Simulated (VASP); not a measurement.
## Gd: single point with PBE

Gd:

```xyz
1
Lattice="-1.8316 1.8316 1.8316 1.8316 -1.8316 1.8316 1.8316 1.8316 -1.8316" Properties=species:S:1:pos:R:3 pbc="T T T"
Gd    0.0000    0.0000    0.0000
```

This cell differs from its parent crystal: volume scaled by 0.74.

| Property | Result |
| --- | --- |
| Program | VASP 6.6.1 |
| Task | single point |
| Functional | PBE |
| Potentials or basis | VASP PAW PBE potentials, release 64 (Gd) |
| Cutoff | 520 eV |
| k mesh | 11 × 11 × 11 |
| Occupations | fermi-dirac, width 0.03 eV |
| Spin | collinear spin, ferromagnetic start |
| Starting moments | [7.0] μB |

```
Pressure                                              : 16.3 GPa
Net moment                                            : 7.61 μB per cell
Site moments                                          : Gd +7.05 μB
Valence electrons inside the program's atomic spheres : Gd 15.38
```

Levels at points of the mesh, in eV from the Fermi level:
Spin up:
| k point | band 10 | band 11 | band 12 | band 13 | band 14 | band 15 | band 16 | band 17 |
| --- | --- | --- | --- | --- | --- | --- | --- | --- |
| (0.00, 0.00, 0.00) | -4.29 | -4.29 | -4.22 | 1.50 | 1.50 | 1.50 | 4.51 | 4.51 |
Spin down:
```
           k point  band 3  band 4  band 5  band 6  band 7  band 8
(0.00, 0.00, 0.00)  -19.01  -19.01   -4.26    0.64    0.64    0.64
```

Wall time 38 s on 1 thread of Intel(R) Xeon(R) 6975P-C (Granite Rapids), with other jobs on the host, peak memory 0.18 GiB.

Caveat: spin-orbit coupling is left out, which moves the levels of the heavy elements. The state reached can hang on the start; a lower one may exist.
